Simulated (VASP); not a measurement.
# Bi2Te3 (R3m) in VASP: notebook, part 2 of 2

VASP 6.6.1. The steps go on from the part before.

## Step 3: Single point, LDA

This run uses another cell than the first one, of 31.09 Å³/atom.

INCAR reads:

```
SYSTEM = Bi2Te3
ALGO = Normal
EDIFF = 1E-7
ENCUT = 520
GGA = CA
ISIF = 2
ISMEAR = -1
LASPH = .TRUE.
LCHARG = .FALSE.
LREAL = .FALSE.
LWAVE = .FALSE.
NBANDS = 32
NELM = 100
PREC = Accurate
SIGMA = 0.05
```

KPOINTS reads:

```
k-points
0
G
  6 6 6
  0 0 0
```

POSCAR reads:

```
Bi2Te3
1.0
    2.1518466308      1.2423691639      9.6915109224
   -2.1518466308      1.2423691639      9.6915109224
    0.0000000000     -2.4847383277      9.6915109224
Bi Te
2 3
Direct
    0.1880000000      0.1880000000      0.1880000000
    0.5980000000      0.5980000000      0.5980000000
    0.3890000000      0.3890000000      0.3890000000
    0.8000000000      0.8000000000      0.8000000000
    0.0000000000      0.0000000000      0.0000000000
```

Potentials or basis: VASP PAW LDA potentials, release 64 (Bi_d, Te).

On the command line:

```sh
> cat potpaw_LDA.64/Bi_d/POTCAR potpaw_LDA.64/Te/POTCAR > POTCAR
> mpirun -np 1 vasp_std > vasp.out
```

OUTCAR:

```text
SYSTEM = Bi2Te3
   EDIFF = 1E-7
   ENCUT = 520
   GGA = CA
   ISIF = 2
   ISMEAR = -1
   LASPH = .TRUE.
   LREAL = .FALSE.
   NELM = 100
   PREC = Accurate

 ion  position               nearest neighbor table
   1  0.188  0.188  0.188-   4 2.95   4 2.95   4 2.95   2 3.34   2 3.34   2 3.34
   2  0.598  0.598  0.598-   5 3.19   5 3.19   5 3.19   1 3.34   1 3.34   1 3.34
   3  0.389  0.389  0.389-   5 2.97   5 2.97   5 2.97   4 3.36   4 3.36   4 3.36
   4  0.800  0.800  0.800-   1 2.95   1 2.95   1 2.95   3 3.36   3 3.36   3 3.36
   5  0.000  0.000  0.000-   3 2.97   3 2.97   3 2.97   2 3.19   2 3.19   2 3.19

  LATTYP: Found a trigonal (rhomboedric) cell.
 ALAT       =    10.0049642189
 COS(alpha) =     0.9074829993

  Lattice vectors:

 A1 = (   2.1518466308,   1.2423691639,   9.6915109224)
 A2 = (  -2.1518466308,   1.2423691639,   9.6915109224)
 A3 = (   0.0000000000,  -2.4847383277,   9.6915109224)

Analysis of symmetry for initial positions (statically):
=====================================================================
 Subroutine PRICEL returns:
 Original cell was already a primitive cell.

 Routine SETGRP: Setting up the symmetry group for a
 trigonal (rhombohedral) supercell.

 Subroutine GETGRP returns: Found  6 space group operations
 (whereof  6 operations were pure point group operations)
 out of a pool of 12 trial point group operations.

The static configuration has the point symmetry C_3v.

Analysis of symmetry for dynamics (positions and initial velocities):
=====================================================================
 Subroutine PRICEL returns:
 Original cell was already a primitive cell.

 Routine SETGRP: Setting up the symmetry group for a
 trigonal (rhombohedral) supercell.

 Subroutine GETGRP returns: Found  6 space group operations
 (whereof  6 operations were pure point group operations)
 out of a pool of 12 trial point group operations.

[... 124 lines left out ...]
   IMIX   =      4    mixing-type and parameters
     AMIX     =   0.40;   BMIX     =  1.00
     AMIX_MAG =   1.60;   BMIX_MAG =  1.00
  volume/ion in A,a.u.               =      31.09       209.81
  Fermi-wavevector in a.u.,A,eV,Ry     =   1.106506  2.090993 16.658360  1.224355
  Thomas-Fermi vector in A             =   2.243008
   LORBIT       =      0    0 simple, 1 ext, 2 COOP (PROOUT), +10 PAW based schemes
   GGA     = CA    functional components
   LHFCALC =     F    Hartree Fock is set to
   AEXX    =    0.0000 exact exchange contribution
   IVDW    =     0    specifies the selected vdW correction
   LEPSILON=     F    determine dielectric tensor
   LRPA    =     F    only Hartree local field effects (RPA)
 non-spin polarized calculation
  energy-cutoff  :      520.00
  volume of cell :      155.46
 maximum number of plane-waves:      4210
 NGX is ok and might be reduce to    80
   NGX = 37   NGY = 37   NGZ = 37

 number of electron      48.0000000 magnetization

 Free energy of the ion-electron system (eV)
  ---------------------------------------------------
  ext. energy  EPLUGINS =         0.00000000
  ---------------------------------------------------
  free energy    TOTEN  =       -20.21910835 eV

  energy without entropy =      -20.20790976  energy(sigma->0) =      -20.21350906

 E-fermi :   7.2513     XC(G=0):  -9.9774

 val. band max:        7.2391600716   @ k =   0.0000   0.0000   0.0000
 cond. band min:       7.3166357354   @ k =   0.5000   0.1667   0.1667
 fundamental gap:      0.0774756638
 Fermi energy:         7.2512990967

 k-point     1 :       0.0000    0.0000    0.0000
  band No.  band energies     occupation
      1     -15.9176      2.00000
      2     -15.9176      2.00000
      3     -15.8771      2.00000
      4     -15.8771      2.00000
      5     -15.8741      2.00000
      6     -15.2616      2.00000
[... 829 lines left out ...]
     31      11.9782      0.00000
     32      12.2815      0.00000

 [... further k-points ...]

------------------------ aborting loop because EDIFF is reached ----------------------------------------

  FORCE on cell =-STRESS in cart. coord.  units (eV):
  Direction    XX          YY          ZZ          XY          YZ          ZX
  --------------------------------------------------------------------------------------
  -------------------------------------------------------------------------------------
  Total        2.8710230      2.8710227      1.9020330      0.0000000      0.0000000      0.0000000
  in kB       29.5898347     29.5898315     19.6030620      0.0000000      0.0000000      0.0000000
  external PRESSURE =      26.2609094 kB  Pullay stress =       0.0000000 kB

 VOLUME and BASIS-vectors are now :
 -----------------------------------------------------------------------------
  energy-cutoff  :      520.00
  volume of cell :      155.46
      direct lattice vectors                 reciprocal lattice vectors
     2.151846631  1.242369164  9.691510922     0.232358567  0.134152289  0.034394362
    -2.151846631  1.242369164  9.691510922    -0.232358567  0.134152289  0.034394362
     0.000000000 -2.484738328  9.691510922     0.000000000 -0.268304577  0.034394362

 POSITION                                       TOTAL-FORCE (eV/Angst)
 -----------------------------------------------------------------------------------
      0.00000      0.00000      5.46601         0.000000      0.000000      1.205563
      0.00000      0.00000     17.38657         0.000000      0.000000      0.421446
      0.00000      0.00000     11.30999         0.000000      0.000000      1.058733
      0.00000      0.00000     23.25963         0.000000     -0.000000     -1.209214
      0.00000      0.00000      0.00000         0.000000     -0.000000     -1.476529
 -----------------------------------------------------------------------------------
    total drift:                                0.000000      0.000001      0.000662

  FREE ENERGIE OF THE ION-ELECTRON SYSTEM (eV)
  ---------------------------------------------------
  free  energy   TOTEN  =       -20.2191083474 eV

  energy  without entropy=      -20.2079097638  energy(sigma->0) =      -20.21350906
```

Run time: 7 min. Hardware: 1 thread of Intel Xeon 6975P-C (Granite Rapids), shared host; peak memory 0.72 GiB.

What came out:

```yaml
Free_energy: -20.2191 eV
Pressure: 2.6 GPa
Largest_force: 1.477 eV/Å
Band_gap_on_the_k_mesh: zero (bands 24 and 25 overlap by 0.11 eV)
```

Forces in eV/Å, atoms in the order of the input:
```
Bi   0.000  0.000  1.206
Bi   0.000  0.000  0.421
Te   0.000  0.000  1.059
Te   0.000  0.000 -1.209
Te   0.000  0.000 -1.477
```

Caveat: spin-orbit coupling is left out, which moves the levels of the heavy elements; forces of over 1 eV/Å act on the atoms, so gaps and moduli don't describe the material at rest.

## Step 4: Single point, LDA

This run uses another cell than the first one, of 31.93 Å³/atom.

INCAR reads:

```
PREC = Accurate ; ENCUT = 520
EDIFF = 1E-6 ; ISMEAR = -1
SIGMA = 0.05 ; LREAL = False
LASPH = True ; NELM = 80
ALGO = Normal ; ISIF = 2
LWAVE = False ; LCHARG = False
GGA = CA ; NBANDS = 32
```

KPOINTS reads:

```
Automatic mesh
0
Gamma
  6 6 6
```

Edit POSCAR of step 3 so:

```diff
@@ -2,5 +2,5 @@
 1.0
-    2.1518466308      1.2423691639      9.6915109224
-   -2.1518466308      1.2423691639      9.6915109224
-    0.0000000000     -2.4847383277      9.6915109224
+    2.1710605638      1.2534623326      9.7780468487
+   -2.1710605638      1.2534623326      9.7780468487
+    0.0000000000     -2.5069246653      9.7780468487
 Bi Te
```

On the command line:

```sh
> cat potpaw_LDA.64/Bi_d/POTCAR potpaw_LDA.64/Te/POTCAR > POTCAR
> mpirun -np 1 vasp_std > vasp.out
```

Wall time 6.2 min (1 thread of Intel Xeon 6975P-C (Granite Rapids), shared host); peak memory 0.71 GiB.

Results (log left out):

- Free energy: -20.2661 eV
- Pressure: 0.9 GPa
- Largest force: 1.377 eV/Å
- Band gap on the k mesh: zero (bands 24 and 25 overlap by 0.11 eV)

Forces in eV/Å, atoms in the order of the input:
```
Bi   0.000  0.000  1.048
Bi   0.000  0.000  0.445
Te   0.000  0.000  0.912
Te   0.000  0.000 -1.028
Te   0.000  0.000 -1.377
```

Stress tensor (GPa, compression positive):
```
1.28 0.00 0.00
0.00 1.28 0.00
0.00 0.00 0.20
```

Levels at points of the mesh, in eV from the Fermi level:
| k point | band 22 | band 23 | band 24 | band 25 | band 26 | band 27 |
| --- | --- | --- | --- | --- | --- | --- |
| (0.00, 0.00, 0.00) | -0.49 | -0.49 | -0.44 | -0.03 | 0.27 | 0.27 |
| (0.50, 0.00, 0.00) | -2.34 | -0.33 | -0.23 | -0.13 | 0.45 | 2.57 |
| (0.50, 0.50, 0.00) | -1.92 | -1.16 | -0.51 | 0.36 | 1.10 | 1.87 |
| (0.50, 0.50, 0.50) | -0.84 | -0.75 | -0.75 | 0.46 | 0.89 | 0.89 |

Caveat: spin-orbit coupling is left out, which moves the levels of the heavy elements; forces of over 1 eV/Å act on the atoms, so gaps and moduli don't describe the material at rest.

## Step 5: Single point, LDA

This run uses another cell than the first one, of 32.77 Å³/atom.

INCAR reads:

```
ALGO = Normal ; EDIFF = 1E-7
ENCUT = 520 ; ISIF = 2
ISMEAR = -1 ; LASPH = T
LCHARG = F ; LREAL = F
LWAVE = F ; NBANDS = 32
NELM = 60 ; PREC = Accurate
SIGMA = 0.05
```

KPOINTS reads:

```
k-points
0
Gamma
  6 6 6
```

Edit POSCAR of step 4 so:

```diff
@@ -2,5 +2,5 @@
 1.0
-    2.1710605638      1.2534623326      9.7780468487
-   -2.1710605638      1.2534623326      9.7780468487
-    0.0000000000     -2.5069246653      9.7780468487
+    2.1899402990      1.2643625522      9.8630776111
+   -2.1899402990      1.2643625522      9.8630776111
+    0.0000000000     -2.5287251044      9.8630776111
 Bi Te
```

On the command line:

```sh
> cat potpaw_LDA.64/Bi_d/POTCAR potpaw_LDA.64/Te/POTCAR > POTCAR
> mpirun -np 1 vasp_std > vasp.out
```

Run time: 8.4 min. Hardware: 1 thread of Intel Xeon 6975P-C (Granite Rapids), shared host; peak memory 0.72 GiB.

It converged, with:

- Free energy: -20.2716 eV
- Pressure: -0.5 GPa
- Largest force: 1.283 eV/Å
- Band gap on the k mesh: zero (bands 24 and 25 overlap by 0.12 eV)

Forces on the atoms (eV/Å):
```
Bi   0.000  0.000  0.903
Bi   0.000  0.000  0.464
Te   0.000  0.000  0.778
Te   0.000  0.000 -0.862
Te   0.000  0.000 -1.283
```

Stress tensor (GPa, compression positive):
```
-0.16  0.00  0.00
 0.00 -0.16  0.00
 0.00  0.00 -1.30
```

Levels at points of the mesh, in eV from the Fermi level:
```csv
k point,band 21,band 22,band 23,band 24,band 25,band 26,band 27,band 28
"(0.00, 0.00, 0.00)",-2.13,-0.45,-0.45,-0.45,-0.04,0.29,0.29,2.18
"(0.50, 0.00, 0.00)",-3.29,-2.25,-0.29,-0.23,-0.12,0.47,2.58,2.71
"(0.50, 0.50, 0.00)",-2.29,-1.86,-1.09,-0.48,0.37,1.13,1.82,2.51
"(0.50, 0.50, 0.50)",-1.82,-0.85,-0.70,-0.70,0.45,0.89,0.89,1.67
```

Caveat: spin-orbit coupling is left out, which moves the levels of the heavy elements; forces of over 1 eV/Å act on the atoms, so gaps and moduli don't describe the material at rest.

## Step 6: Single point, LDA

This run uses another cell than the first one, of 33.61 Å³/atom.

INCAR reads:

```
SYSTEM = Bi2Te3
PREC = Accurate ; ENCUT = 520
EDIFF = 1E-6 ; ISMEAR = -1
SIGMA = 0.05 ; LREAL = .FALSE.
LASPH = .TRUE. ; NELM = 60
ALGO = Normal ; ISIF = 2
LWAVE = .FALSE. ; LCHARG = .FALSE.
NBANDS = 32
```

KPOINTS reads:

```
regular mesh
0
G
  6 6 6
  0 0 0
```

Edit POSCAR of step 5 so:

```diff
@@ -2,5 +2,5 @@
 1.0
-    2.1899402990      1.2643625522      9.8630776111
-   -2.1899402990      1.2643625522      9.8630776111
-    0.0000000000     -2.5287251044      9.8630776111
+    2.2085000000      1.2750780000      9.9466670000
+   -2.2085000000      1.2750780000      9.9466670000
+    0.0000000000     -2.5501560000      9.9466670000
 Bi Te
```

Potentials or basis: VASP PAW LDA potentials, release 64 (Bi_d, Te).

On the command line:

```sh
> cat potpaw_LDA.64/Bi_d/POTCAR potpaw_LDA.64/Te/POTCAR > POTCAR
> mpirun -np 1 vasp_std > vasp.out
```

Wall time 8.7 min (1 thread of Intel Xeon 6975P-C (Granite Rapids), shared host); peak memory 0.72 GiB.

It converged, with:

```yaml
Free_energy: -20.2414 eV
Pressure: -1.8 GPa
Largest_force: 1.195 eV/Å
Band_gap_on_the_k_mesh: zero (bands 24 and 25 overlap by 0.12 eV)
```

Forces on the atoms (eV/Å):
```
Bi   0.000  0.000  0.769
Bi   0.000  0.000  0.481
Te   0.000  0.000  0.654
Te   0.000  0.000 -0.708
Te   0.000  0.000 -1.195
```

Stress tensor (GPa, compression positive):
```
-1.41  0.00  0.00
 0.00 -1.41  0.00
 0.00  0.00 -2.60
```

Levels at points of the mesh, in eV from the Fermi level:
```
           k point  band 22  band 23  band 24  band 25  band 26  band 27
(0.00, 0.00, 0.00)    -0.46    -0.41    -0.41    -0.05     0.31     0.31
(0.50, 0.00, 0.00)    -2.16    -0.26    -0.22    -0.11     0.48     2.53
(0.50, 0.50, 0.00)    -1.80    -1.03    -0.45     0.38     1.15     1.78
(0.50, 0.50, 0.50)    -0.86    -0.66    -0.66     0.44     0.89     0.89
```

Caveat: spin-orbit coupling is left out, which moves the levels of the heavy elements; forces of over 1 eV/Å act on the atoms, so gaps and moduli don't describe the material at rest.

## Step 7: Single point, LDA

This run uses another cell than the first one, of 34.45 Å³/atom.

INCAR reads:

```
SYSTEM = Bi2Te3
PREC = Accurate ; ENCUT = 520
EDIFF = 1E-6 ; ISMEAR = -1
SIGMA = 0.05 ; LREAL = .False.
LASPH = .True. ; NELM = 100
ALGO = Normal ; ISIF = 2
LWAVE = .False. ; LCHARG = .False.
GGA = CA ; NBANDS = 32
```

KPOINTS reads:

```
Automatic mesh
0
Gamma
  6 6 6
  0 0 0
```

Edit POSCAR of step 6 so:

```diff
@@ -2,5 +2,5 @@
 1.0
-    2.2085000000      1.2750780000      9.9466670000
-   -2.2085000000      1.2750780000      9.9466670000
-    0.0000000000     -2.5501560000      9.9466670000
+    2.2267528939      1.2856163126     10.0288745875
+   -2.2267528939      1.2856163126     10.0288745875
+    0.0000000000     -2.5712326252     10.0288745875
 Bi Te
```

On the command line:

```sh
> cat potpaw_LDA.64/Bi_d/POTCAR potpaw_LDA.64/Te/POTCAR > POTCAR
> mpirun -np 1 vasp_std > vasp.out
```

Run time: 7.9 min. Hardware: 1 thread of Intel Xeon 6975P-C (Granite Rapids), shared host; peak memory 0.66 GiB.

The run converged. Its results:

| Item | Value |
| --- | --- |
| Free energy | -20.1802 eV |
| Pressure | -2.9 GPa |
| Largest force | 1.111 eV/Å |
| Band gap on the k mesh | zero (bands 24 and 25 overlap by 0.12 eV) |

Forces on the atoms (eV/Å):
```
Bi   0.000  0.000  0.645
Bi   0.000  0.000  0.495
Te   0.000  0.000  0.539
Te   0.000  0.000 -0.567
Te   0.000  0.000 -1.111
```

Stress tensor (GPa, compression positive):
```
-2.50  0.00  0.00
 0.00 -2.50  0.00
 0.00  0.00 -3.71
```

Levels at points of the mesh, in eV from the Fermi level:
| k point | band 20 | band 21 | band 22 | band 23 | band 24 | band 25 | band 26 | band 27 | band 28 | band 29 |
| --- | --- | --- | --- | --- | --- | --- | --- | --- | --- | --- |
| (0.00, 0.00, 0.00) | -2.00 | -2.00 | -0.47 | -0.37 | -0.37 | -0.07 | 0.33 | 0.33 | 2.11 | 2.11 |
| (0.50, 0.00, 0.00) | -3.14 | -3.08 | -2.08 | -0.23 | -0.21 | -0.11 | 0.50 | 2.46 | 2.72 | 3.36 |
| (0.50, 0.50, 0.00) | -2.80 | -2.20 | -1.75 | -0.98 | -0.43 | 0.39 | 1.16 | 1.74 | 2.45 | 2.56 |
| (0.50, 0.50, 0.50) | -1.97 | -1.78 | -0.87 | -0.61 | -0.61 | 0.44 | 0.88 | 0.88 | 1.64 | 1.64 |

Caveat: spin-orbit coupling is left out, which moves the levels of the heavy elements; forces of over 1 eV/Å act on the atoms, so gaps and moduli don't describe the material at rest.

## Step 8: Overview

```tsv
cell	gap on the mesh (eV)	pressure (GPa)	largest force (eV/Å)
a = 9.914 Å, angles 24.8°, 5 atoms	none	4.6	1.58
a = 10.005 Å, angles 24.8°, 5 atoms	none	2.6	1.48
a = 10.094 Å, angles 24.8°, 5 atoms	none	0.9	1.38
a = 10.182 Å, angles 24.8°, 5 atoms	none	-0.5	1.28
a = 10.268 Å, angles 24.8°, 5 atoms	none	-1.8	1.19
a = 10.353 Å, angles 24.8°, 5 atoms	none	-2.9	1.11
```

Alike in all rows: task single point; level LDA; potentials or basis VASP PAW LDA potentials, release 64 (Bi_d, Te); no spin polarisation; k mesh 6 × 6 × 6; cutoff (eV) 520; smearing fermi-dirac 0.05 eV.

Caveats: spin-orbit coupling is left out, which moves the levels of the heavy elements; forces of over 1 eV/Å act on the atoms, so gaps and moduli don't describe the material at rest; the cell stands under pressure (at least some runs).

Absolute energies hang on the potentials; compare differences alone.

The gap in the log of VASP goes by the Fermi energy; the results here count the filled bands.